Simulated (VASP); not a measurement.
Wanted: the native input for a VASP 6.6.1 run.

| Quantity | Value |
| --- | --- |
| Task | single point |
| Functional | LDA |
| Potentials or basis | VASP PAW LDA potentials, release 64 (Ti_sv, Si) |
| Cutoff | 520 eV |
| k mesh | 18 × 18 × 18 |
| Occupations | gaussian, width 0.15 eV |
| Spin | no spin polarisation |
| Dipole correction | no |
| Further INCAR settings | ALGO = Normal; EDIFF = 1e-06; NBANDS = 17 |

The structure of TiSi2 lies in POSCAR:

```
TiSi2
1.0
   -1.4277517468      1.6546906668      4.0625611948
    1.4277517468     -1.6546906668      4.0625611948
    1.4277517468      1.6546906668     -4.0625611948
Ti Si
1 2
Direct
    0.0000000000      0.0000000000      0.0000000000
    0.3128021428      0.3128021428      0.0000000000
    0.6871978572      0.6871978572      0.0000000000
```

This cell differs from its parent crystal: atoms shifted along a free coordinate.

These files were run (other wordings do the same):

INCAR

```
SYSTEM = TiSi2
PREC = Accurate
ENCUT = 520
EDIFF = 1E-6
ISMEAR = 0
SIGMA = 0.15
LREAL = .False.
LASPH = .True.
NELM = 100
ALGO = Normal
ISIF = 2
LWAVE = .False.
LCHARG = .False.
NBANDS = 17
```

KPOINTS

```
regular mesh
0
Gamma
  18 18 18
  0 0 0
```

Potentials or basis: VASP PAW LDA potentials, release 64 (Ti_sv, Si).

Run with:

```sh
$ cat potpaw_LDA.64/Ti_sv/POTCAR potpaw_LDA.64/Si/POTCAR > POTCAR
$ mpirun -np 1 vasp_std > vasp.out
```

It gave:

```
Pressure               : 11.9 GPa
Largest force          : 1.754 eV/Å
Band gap on the k mesh : zero (bands 10 and 11 overlap by 2.28 eV)
```

Caveat: the cell differs from its parent crystal (atoms shifted along a free coordinate); the cell stands under pressure; forces of over 1 eV/Å act on the atoms, so gaps and moduli don't describe the material at rest.

Wall time 21 min on 1 thread of Intel Xeon 8259CL, with other jobs on the host, peak memory 0.62 GiB.
